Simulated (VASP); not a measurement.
Input of a VASP 6.6.1 run:

File INCAR:

```
SYSTEM = TaN
PREC     = Accurate       ! precision mode
ENCUT    = 520            ! plane-wave cutoff, eV
EDIFF    = 1E-7           ! SCF threshold, eV
ISMEAR   = -1             ! smearing method
SIGMA    = 0.02           ! smearing width, eV
LREAL    = .FALSE.        ! projectors in reciprocal space
LASPH    = .TRUE.         ! aspherical terms in the spheres
NELM     = 80             ! most SCF steps
ALGO     = Normal         ! electronic algorithm
ISIF     = 2              ! what is computed and relaxed
LWAVE    = .FALSE.        ! write WAVECAR
LCHARG   = .TRUE.         ! write CHGCAR
GGA      = PS             ! functional
LELF     = .TRUE.         ! ELF
LVHAR    = .TRUE.       
NBANDS   = 33             ! bands
```

The input KPOINTS:

```
regular mesh
0
G
  8 8 11
  0 0 0
```

POSCAR

```
TaN
1.0
    5.1435115629      0.0000000000      0.0000000000
   -2.5717557814      4.4544116782      0.0000000000
    0.0000000000      0.0000000000      2.8815939491
Ta N
3 3
Direct
    0.0000000000      0.0000000000      0.0000000000
    0.6666666667      0.3333333333      0.5000000000
    0.3333333333      0.6666666667      0.5000000000
    0.0000000000      0.3928500000      0.0000000000
    0.6071500000      0.6071500000      0.0000000000
    0.3928500000      0.0000000000      0.0000000000
```

Potentials or basis: VASP PAW PBE potentials, release 64 (Ta_pv, N).

Run with:

```console
$ cat potpaw_PBE.64/Ta_pv/POTCAR potpaw_PBE.64/N/POTCAR > POTCAR
$ mpirun -np 1 vasp_std > vasp.out
```

**Question.** Estimate the largest force.

**Answer.** 0.154 eV/Å.

**Question.** Estimate the band gap on the k mesh.

**Answer.** Zero (band 24 reaches 10.42 eV, above the bottom of band 25 at 7.15 eV).

Forces in eV/Å, atoms in the order of the input:
```
Ta   0.000  0.000  0.000
Ta   0.000  0.000  0.000
Ta   0.000  0.000  0.000
N   -0.077  0.133  0.000
N   -0.077 -0.133  0.000
N    0.154  0.000  0.000
```

Caveat: the PAW data sets were made with another functional, which shifts forces and pressure a little; spin-orbit coupling is left out, which moves the levels of the heavy elements.
